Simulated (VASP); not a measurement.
Set up this calculation in VASP 6.6.1, as the native input.

```
Task                               : single point
Functional                         : PBE-based screened hybrid with 25 % exact exchange
Potentials or basis                : VASP PAW PBE potentials, release 64 (Sn_d)
Cutoff                             : 400 eV
k mesh                             : 6 × 6 × 6
Occupations                        : fermi-dirac, width 0.05 eV
Spin                               : no spin polarisation
Dipole correction                  : no
Grid for exact exchange (PRECFOCK) : Normal
Share of exact exchange            : 0.25
Further INCAR settings             : ALGO = Normal; EDIFF = 1e-06; NBANDS = 13
Screening parameter                : 0.3 1/Å
```

Sn:

```
Sn
1.0
    -1.72654    1.77555    2.33834
     1.72654   -1.77555    2.33834
     1.72654    1.77555   -2.33834
Sn
1
Direct
  0.00000 0.00000 0.00000
```

The input as run:

POSCAR

```
Sn
1.0
   -1.7265390000      1.7755470000      2.3383420000
    1.7265390000     -1.7755470000      2.3383420000
    1.7265390000      1.7755470000     -2.3383420000
Sn
1
Direct
    0.0000000000      0.0000000000      0.0000000000
```

INCAR.step1

```
SYSTEM = Sn
PREC = Accurate
ENCUT = 400
EDIFF = 1E-5
ISMEAR = -1
SIGMA = 0.05
LREAL = .False.
LASPH = .True.
NELM = 120
ALGO = Normal
ISIF = 2
LWAVE = .True.
GGA = PE
NBANDS = 13
GGA_COMPAT = .False.
```

INCAR.step2

```
SYSTEM = Sn
PREC = Accurate
ENCUT = 400
EDIFF = 1E-6
ISMEAR = -1
SIGMA = 0.05
LREAL = .False.
LASPH = .True.
NELM = 120
ALGO = Normal
ISIF = 2
LWAVE = .False.
LCHARG = .True.
GGA = PE
LHFCALC = .True.
AEXX = 0.25
HFSCREEN = 0.3
PRECFOCK = Normal
LELF = .True.
LVHAR = .True.
ISTART = 1
NBANDS = 13
GGA_COMPAT = .False.
```

KPOINTS

```
Automatic mesh
0
Gamma
  6 6 6
  0 0 0
```

Potentials or basis: VASP PAW PBE potentials, release 64 (Sn_d).

Launch:

```console
$ cat potpaw_PBE.64/Sn_d/POTCAR > POTCAR
$ cp INCAR.step1 INCAR
$ mpirun -np 1 vasp_std > vasp.out
$ cp INCAR.step2 INCAR
$ mpirun -np 1 vasp_std > vasp.out
```

Results of the run:

```
Pressure               : -1.3 GPa
Band gap on the k mesh : zero (bands 7 and 8 overlap by 9.79 eV)
```

Caveat: the k points lie up to 0.38 Å⁻¹ apart, too coarse for converged energies and pressures of a metal; the PAW data sets were made with another functional, which shifts forces and pressure a little; spin-orbit coupling is left out, which moves the levels of the heavy elements.

It took 32 min on 1 thread of Intel(R) Xeon(R) Platinum 8375C CPU @ 2.90GHz (Ice Lake) (shared host), peak memory 0.25 GiB.
